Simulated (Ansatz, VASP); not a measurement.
Two plane-wave programs on Zr

```
Zr
1.0
     3.14397    0.00000    0.00000
    -1.57198    2.72275    0.00000
     0.00000    0.00000    5.08946
Zr
2
Cartesian
  0.0000 1.8152 1.2724
  1.5720 0.9076 3.8171
```

Alike in both runs: task single point; functional LDA; k mesh 12 × 12 × 6; no spin polarisation.

|  | VASP | Ansatz |
| --- | --- | --- |
| version | VASP 6.6.1 | Ansatz 0.2.0 |
| potentials or method | VASP PAW LDA potentials, release 64 (Zr_sv), cutoff 520 eV | plane waves (420 eV) with PAW, scalar-relativistic |
| occupations | methfessel-paxton of order 1, width 0.3 eV | cold, width 0.3 eV |
| valence electrons in the cell | 24 | 24 |

Ansatz gave:

| Quantity | Value |
| --- | --- |
| pressure (GPa) | -0.1 |
| traceless stress, the component that is largest in VASP (GPa) | -0.26 |

Problem. What did VASP give for the same quantities?

Solution. Pressure (GPa): 0.1; traceless stress, the component that is largest in VASP (GPa): -0.21.

Ansatz warns that its potentials were made for another functional, while VASP's fit it. LDA's correlation is that of Perdew and Zunger in VASP and of Perdew and Wang (1992) in Ansatz.
